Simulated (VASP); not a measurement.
# TiC (Khamrabaevite) in VASP: further runs, part 2 of 2

VASP 6.6.1. Earlier steps stand in the parts before.

### 3 Single point, PBE (z stretched by -3 %, then relaxed in part)

INCAR

```
SYSTEM = TiC
PREC = Accurate
ENCUT = 520
EDIFF = 1E-7
ISMEAR = -1
SIGMA = 0.05
LREAL = .False.
LASPH = .True.
NELM = 80
ALGO = Normal
ISIF = 2
LWAVE = .False.
LCHARG = .False.
GGA = PE
NBANDS = 15
```

KPOINTS

```
regular mesh
0
Gamma
  18 18 18
  0 0 0
```

POSCAR

```
TiC
1.0
    0.0000000000      2.1640000000      2.0990800000
    2.1640000000      0.0000000000      2.0990800000
    2.1640000000      2.1640000000      0.0000000000
Ti C
1 1
Direct
    0.0000000000      0.0000000000      0.0000000000
    0.5000000000      0.5000000000      0.5000000000
```

Potentials or basis: VASP PAW PBE potentials, release 64 (Ti_sv, C).

Started as:

```bash
$ cat potpaw_PBE.64/Ti_sv/POTCAR potpaw_PBE.64/C/POTCAR > POTCAR
$ mpirun -np 1 vasp_std > vasp.out
```

OUTCAR:

```text
SYSTEM = TiC
   PREC = Accurate
   ENCUT = 520
   EDIFF = 1E-7
   ISMEAR = -1
   LREAL = .False.
   LASPH = .True.
   NELM = 80
   ISIF = 2
   GGA = PE

 ion  position               nearest neighbor table
   1  0.000  0.000  0.000-   2 2.10   2 2.10   2 2.16   2 2.16   2 2.16   2 2.16
   2  0.500  0.500  0.500-   1 2.10   1 2.10   1 2.16   1 2.16   1 2.16   1 2.16

  LATTYP: Found a body centered tetragonal cell.
 ALAT       =     3.0603581490
 C/A-ratio  =     1.3717871555

  Lattice vectors:

 A1 = (   0.0000000000,  -2.1640000000,  -2.0990800000)
 A2 = (   0.0000000000,   2.1640000000,  -2.0990800000)
 A3 = (   2.1640000000,   0.0000000000,   2.0990800000)

Analysis of symmetry for initial positions (statically):
=====================================================================
 Subroutine PRICEL returns:
 Original cell was already a primitive cell.

 Routine SETGRP: Setting up the symmetry group for a
 body centered tetragonal supercell.

 Subroutine GETGRP returns: Found 16 space group operations
 (whereof 16 operations were pure point group operations)
 out of a pool of 16 trial point group operations.

The static configuration has the point symmetry D_4h.

Analysis of symmetry for dynamics (positions and initial velocities):
=====================================================================
 Subroutine PRICEL returns:
 Original cell was already a primitive cell.

 Routine SETGRP: Setting up the symmetry group for a
 body centered tetragonal supercell.

 Subroutine GETGRP returns: Found 16 space group operations
 (whereof 16 operations were pure point group operations)
 out of a pool of 16 trial point group operations.

The dynamic configuration has the point symmetry D_4h.

 Subroutine INISYM returns: Found 16 space group operations
 (whereof 16 operations are pure point group operations),
 and found     1 'primitive' translations

----------------------------------------------------------------------------------------

                                     Primitive cell

  volume of cell :      19.6595

  direct lattice vectors                    reciprocal lattice vectors
     0.000000000  2.164000000  2.099080000    -0.231053604  0.231053604  0.238199592
     2.164000000  0.000000000  2.099080000     0.231053604 -0.231053604  0.238199592
     2.164000000  2.164000000  0.000000000     0.231053604  0.231053604 -0.238199592

  length of vectors
     3.014802290  3.014802290  3.060358149     0.404364417  0.404364417  0.404364417

  position of ions in fractional coordinates (direct lattice)
     0.000000000  0.000000000  0.000000000
     0.500000000  0.500000000  0.500000000

  ion indices of the primitive-cell ions
   primitive index   ion index
                 1           1
                 2           2

----------------------------------------------------------------------------------------

 KPOINTS: regular mesh

Automatic generation of k-mesh.
 Grid dimensions read from file:
 generate k-points for:   18   18   18

 Generating k-lattice:

  Cartesian coordinates                     Fractional coordinates (reciprocal lattice)
    -0.012836311  0.012836311  0.013233311     0.055555556 -0.000000000  0.000000000
     0.012836311 -0.012836311  0.013233311    -0.000000000  0.055555556  0.000000000
     0.012836311  0.012836311 -0.013233311     0.000000000  0.000000000  0.055555556

  Length of vectors
     0.022464690  0.022464690  0.022464690

  Shift w.r.t. Gamma in fractional coordinates (k-lattice)
     0.000000000  0.000000000  0.000000000

 Subroutine IBZKPT returns following result:
 ===========================================

 Found    480 irreducible k-points:

 Following reciprocal coordinates:
            Coordinates               Weight
  0.000000  0.000000  0.000000      1.000000
  0.055556  0.000000  0.000000      8.000000
  0.111111  0.000000  0.000000      8.000000
  0.166667  0.000000  0.000000      8.000000
  0.222222 -0.000000  0.000000      8.000000
  0.277778  0.000000  0.000000      8.000000
[... 16 lines left out ...]
 -0.277778  0.055556  0.000000      8.000000
 -0.222222  0.055556  0.000000      8.000000
 [... further k-points ...]
   k-points           NKPTS =    480   k-points in BZ     NKDIM =    480   number of bands    NBANDS=     15
   number of dos      NEDOS =    301   number of ions     NIONS =      2
   total plane-waves  NPLWV =  13824
   dimension x,y,z NGX =    24 NGY =   24 NGZ =   24
   dimension x,y,z NGXF=    48 NGYF=   48 NGZF=   48
   ions per type =               1   1
   NGX,Y,Z   is equivalent  to a cutoff of  13.23, 13.23, 13.04 a.u.
   NGXF,Y,Z  is equivalent  to a cutoff of  26.47, 26.47, 26.07 a.u.
 SYSTEM =  TiC
   PREC   = accura    normal or accurate (medium, high low for compatibility)
   ISTART =      0    job   : 0-new  1-cont  2-samecut
   ICHARG =      2    charge: 1-file 2-atom 10-const
   ISPIN  =      1    spin polarized calculation?
   LNONCOLLINEAR =      F non collinear calculations
   LSORBIT =      F    spin-orbit coupling
   LASPH  =      T    aspherical Exc in radial PAW
   ENCUT  =  520.0 eV  38.22 Ry    6.18 a.u.   5.61  5.61  5.69*2*pi/ulx,y,z
   NELM   =     80;   NELMIN=  2; NELMDL= -5     # of ELM steps
   EDIFF  = 0.1E-06   stopping-criterion for ELM
   LREAL  =      F    real-space projection
   EDIFFG = 0.1E-05   stopping-criterion for IOM
   NSW    =      0    number of steps for IOM
   IBRION =     -1    ionic relax: 0-MD 1-quasi-New 2-CG
   NFREE  =      0    steps in history (QN), initial steepest desc. (CG)
   ISIF   =      2    stress and relaxation
   ISYM   =      2    0-nonsym 1-usesym 2-fastsym
   POTIM  = 0.5000    time-step for ionic-motion
   TEBEG  =    0.0;   TEEND  =   0.0 temperature during run
   PSTRESS=    0.0 pullay stress
   NELECT =      16.0000    total number of electrons
   NUPDOWN=      -1.0000    fix difference up-down
   EMIN   =  10.00;   EMAX   =-10.00  energy-range for DOS
   EFERMI =   0.00;   METHOD = LEGACY
   ISMEAR =    -1;   SIGMA  =   0.05  broadening in eV -4-tet -1-fermi 0-gaus
   EFERMI_NEDOS =   21; number of points for ismear=-14 and -15
   IALGO  =     38    algorithm
   IMIX   =      4    mixing-type and parameters
     AMIX     =   0.40;   BMIX     =  1.00
     AMIX_MAG =   1.60;   BMIX_MAG =  1.00
  volume/ion in A,a.u.               =       9.83        66.33
  Fermi-wavevector in a.u.,A,eV,Ry     =   1.528470  2.888390 31.786221  2.336221
  Thomas-Fermi vector in A             =   2.636224
   LORBIT       =      0    0 simple, 1 ext, 2 COOP (PROOUT), +10 PAW based schemes
   GGA     = PE    functional components
   LHFCALC =     F    Hartree Fock is set to
   AEXX    =    0.0000 exact exchange contribution
   IVDW    =     0    specifies the selected vdW correction
   LEPSILON=     F    determine dielectric tensor
   LRPA    =     F    only Hartree local field effects (RPA)
 non-spin polarized calculation
  energy-cutoff  :      520.00
  volume of cell :       19.66
 maximum number of plane-waves:       545
   NGX = 11   NGY = 11   NGZ = 11

 number of electron      16.0000003 magnetization

 Free energy of the ion-electron system (eV)
  ---------------------------------------------------
  ext. energy  EPLUGINS =         0.00000000
  ---------------------------------------------------
  free energy    TOTEN  =       -18.67276528 eV

  energy without entropy =      -18.67029692  energy(sigma->0) =      -18.67153110

 E-fermi :   9.8117     XC(G=0): -12.8671

 val. band max:        9.8093623640   @ k =   0.3889   0.0000   0.3333
 cond. band min:       9.8403019823   @ k =   0.4444   0.3889   0.0556
 fundamental gap:      0.0309396183
 Fermi energy:         9.8116586630

 k-point     1 :       0.0000    0.0000    0.0000
  band No.  band energies     occupation
      1     -46.6868      2.00000
      2     -22.7053      2.00000
      3     -22.7053      2.00000
      4     -22.6692      2.00000
      5      -2.7477      2.00000
      6      10.4346      0.00001
      7      10.4346      0.00001
      8      10.6680      0.00000
      9      11.4702      0.00000
     10      11.4791      0.00000
     11      11.4791      0.00000
     12      11.6128      0.00000
     13      11.6812      0.00000
     14      20.8015      0.00000
     15      23.9775      0.00000
[... 397 lines left out ...]
 k-point    24 :      -0.2222    0.0556    0.0000
  band No.  band energies     occupation
      1     -46.6459      2.00000
      2     -22.9627      2.00000
      3     -22.7296      2.00000
      4     -22.7179      2.00000
      5      -1.4551      2.00000
      6       7.1073      2.00000
      7       7.9620      2.00000
      8       8.3217      2.00000
      9      11.3463      0.00000
     10      11.8250      0.00000
     11      12.7967      0.00000
     12      15.3162      0.00000
     13      16.0267      0.00000
     14      21.4327      0.00000
     15      24.4393      0.00000

 [... further k-points ...]
[... 5 lines left out ...]
  --------------------------------------------------------------------------------------
  -------------------------------------------------------------------------------------
  Total        0.6004529      0.6004529      2.3826674      0.0000000      0.0000000     -0.0000000
  in kB       48.9345960     48.9345960    194.1782134      0.0000000      0.0000000     -0.0000000
  external PRESSURE =      97.3491351 kB  Pullay stress =       0.0000000 kB

 VOLUME and BASIS-vectors are now :
 -----------------------------------------------------------------------------
  energy-cutoff  :      520.00
  volume of cell :       19.66
      direct lattice vectors                 reciprocal lattice vectors
     0.000000000  2.164000000  2.099080000    -0.231053604  0.231053604  0.238199592
     2.164000000  0.000000000  2.099080000     0.231053604 -0.231053604  0.238199592
     2.164000000  2.164000000  0.000000000     0.231053604  0.231053604 -0.238199592

 POSITION                                       TOTAL-FORCE (eV/Angst)
 -----------------------------------------------------------------------------------
      0.00000      0.00000      0.00000         0.000000      0.000000      0.000000
      2.16400      2.16400      2.09908        -0.000000     -0.000000     -0.000000
 -----------------------------------------------------------------------------------
    total drift:                                0.000000     -0.000000     -0.000000

  FREE ENERGIE OF THE ION-ELECTRON SYSTEM (eV)
  ---------------------------------------------------
  free  energy   TOTEN  =       -18.6727652797 eV

  energy  without entropy=      -18.6702969247  energy(sigma->0) =      -18.67153110
```

It took 77 s on 1 thread of Intel Xeon 6975P-C, shared host; peak memory 0.26 GiB.

What came out:

```
Free energy            : -18.6728 eV
Pressure               : 9.7 GPa
Band gap on the k mesh : zero (band 8 reaches 10.67 eV, above the bottom of band 9 at 9.18 eV)
```

Stress tensor (GPa, compression positive):
```
 4.89  0.00  0.00
 0.00  4.89  0.00
 0.00  0.00 19.42
```

Levels at points of the mesh, in eV from the Fermi level:
| k point | band 5 | band 6 | band 7 | band 8 | band 9 | band 10 | band 11 | band 12 |
| --- | --- | --- | --- | --- | --- | --- | --- | --- |
| (0.00, 0.00, 0.00) | -12.56 | 0.62 | 0.62 | 0.86 | 1.66 | 1.67 | 1.67 | 1.80 |
| (0.50, 0.00, 0.00) | -8.91 | -6.00 | -3.04 | -2.99 | 2.97 | 3.12 | 4.29 | 8.24 |
| (0.50, 0.50, 0.00) | -10.22 | -3.22 | -1.76 | -0.17 | -0.17 | 2.84 | 3.68 | 3.68 |
| (0.50, 0.00, 0.50) | -10.28 | -3.57 | -1.70 | 0.05 | 0.09 | 2.81 | 3.57 | 3.76 |

Caveat: the cell differs from its parent crystal (z stretched by -3 %, then relaxed in part).

### 4 Single point, PBE (z stretched by -2 %, then relaxed in part)

INCAR

```
PREC     = Accurate       # precision mode
ENCUT    = 520            # plane-wave cutoff, eV
EDIFF    = 1E-7           # SCF threshold, eV
ISMEAR   = -1             # smearing method
SIGMA    = 0.05           # smearing width, eV
LREAL    = False          # projectors in reciprocal space
LASPH    = True           # aspherical terms in the spheres
NELM     = 60             # most SCF steps
ALGO     = Normal         # electronic algorithm
ISIF     = 2              # what is computed and relaxed
LWAVE    = False          # write WAVECAR
LCHARG   = False          # write CHGCAR
GGA      = PE             # functional
NBANDS   = 15             # bands
```

KPOINTS

```
Automatic mesh
0
Gamma
  18 18 18
```

POSCAR

```
TiC
1.0
    0.0000000000      2.1640000000      2.1207200000
    2.1640000000      0.0000000000      2.1207200000
    2.1640000000      2.1640000000      0.0000000000
Ti C
1 1
Direct
    0.0000000000      0.0000000000      0.0000000000
    0.5000000000      0.5000000000      0.5000000000
```

Started as:

```bash
$ cat potpaw_PBE.64/Ti_sv/POTCAR potpaw_PBE.64/C/POTCAR > POTCAR
$ mpirun -np 1 vasp_std > vasp.out
```

Wall time 82 s (1 thread of Intel Xeon 6975P-C, shared host); peak memory 0.26 GiB.

It converged, with:

```yaml
Free_energy: -18.6931 eV
Pressure: 6.6 GPa
Band_gap_on_the_k_mesh: zero (band 8 reaches 10.48 eV, above the bottom of band 9 at 9.13 eV)
```

Stress tensor (GPa, compression positive):
```
 3.59  0.00  0.00
 0.00  3.59  0.00
 0.00  0.00 12.67
```

Levels at points of the mesh, in eV from the Fermi level:
```
           k point  band 6  band 7  band 8  band 9  band 10  band 11
(0.00, 0.00, 0.00)    0.64    0.64    0.80    1.67     1.67     1.68
(0.50, 0.00, 0.00)   -5.95   -2.99   -2.96    2.95     3.05     4.23
(0.50, 0.50, 0.00)   -3.30   -1.71   -0.13   -0.13     2.79     3.63
(0.50, 0.00, 0.50)   -3.53   -1.68    0.02    0.04     2.78     3.55
```

Caveat: the cell differs from its parent crystal (z stretched by -2 %, then relaxed in part).

### 5 Overview

| cell | gap on the mesh (eV) | pressure (GPa) |
| --- | --- | --- |
| a = 3.120 Å, angles 60.0°, 2 atoms | none | -12.0 |
| a = 3.015, b = 3.015, c = 3.060 Å, angles 59.5, 59.5, 61.0°, 2 atoms | none | 9.7 |
| a = 3.030, b = 3.030, c = 3.060 Å, angles 59.7, 59.7, 60.7°, 2 atoms | none | 6.6 |

Alike in all rows: task single point; level PBE; potentials or basis VASP PAW PBE potentials, release 64 (Ti_sv, C); no spin polarisation; k mesh 18 × 18 × 18; cutoff (eV) 520; smearing fermi-dirac 0.05 eV.

Total energies depend on the potentials used, so only differences within one code and one set of settings carry meaning.
